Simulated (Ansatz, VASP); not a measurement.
# Na2S: VASP beside Ansatz

The input POSCAR:

```
Na2S
1.0
    0.0000000000      3.1889764170      3.1889764170
    3.1889764170      0.0000000000      3.1889764170
    3.1889764170      3.1889764170      0.0000000000
S Na
1 2
Direct
    0.0000000000      0.0000000000      0.0000000000
    0.2500000000      0.2500000000      0.2500000000
    0.7500000000      0.7500000000      0.7500000000
```

Contents of INCAR.step1:

```
SYSTEM = Na2S
PREC = Accurate
ENCUT = 550
ISMEAR = 0
SIGMA = 0.01
LREAL = .FALSE.
LASPH = .TRUE.
NELM = 120
NBANDS = 17
GGA = PE
ALGO = Normal
EDIFF = 1E-5
LWAVE = .TRUE.
LCHARG = .FALSE.
GGA_COMPAT = .FALSE.
```

Contents of INCAR.step2:

```
SYSTEM = Na2S
PREC = Accurate
ENCUT = 550
EDIFF = 1E-6
ISMEAR = 0
SIGMA = 0.01
LREAL = .FALSE.
LASPH = .TRUE.
NELM = 120
ALGO = Normal
ISIF = 2
LWAVE = .FALSE.
LCHARG = .FALSE.
METAGGA = R2SCAN
LMIXTAU = .TRUE.
NBANDS = 17
ISTART = 1
GGA_COMPAT = .FALSE.
```

KPOINTS

```
regular mesh
0
G
  6 6 6
  0 0 0
```

Input for Ansatz:

```yaml
crystal:
  lattice:
    - [0.0, 3.188976417, 3.188976417]
    - [3.188976417, 0.0, 3.188976417]
    - [3.188976417, 3.188976417, 0.0]
  atoms:
    - { symbol: S, position: [0.0, 0.0, 0.0] }
    - { symbol: Na, position: [0.25, 0.25, 0.25] }
    - { symbol: Na, position: [0.75, 0.75, 0.75] }
kpoints:
  mp_grid: { grid: [6, 6, 6] }
hamiltonian:
  xc: r2scan
scf:
  occupations: { method: fixed }
  n_extra_bands: 4
output:
  forces: true
  stress: true
  eigenvalues: true
```

Alike in both runs: task single point; functional r2SCAN; k mesh 6 × 6 × 6; no spin polarisation.

```csv
,VASP,Ansatz
version,VASP 6.6.1,Ansatz 0.2.0
potentials or method,"VASP PAW PBE potentials, release 64 (S, Na_pv)","plane waves, PAW"
plane-wave cutoff (eV),550,500
occupations,"gaussian, width 0.01 eV",fixed
valence electrons in the cell,20,24
```

Ansatz gave:

```
gap on the k mesh at the Fermi level (eV) : 3.31
pressure (GPa)                            : 2.2
```

**Question.** Which values does VASP return?

**Answer.** gap on the k mesh at the Fermi level (eV): 3.34; pressure (GPa): 2.0.

VASP's potentials were made for PBE, not for r2SCAN. VASP's potentials hold 20 valence electrons a cell and Ansatz's 24, so a difference there can come from the potentials and not from the codes.
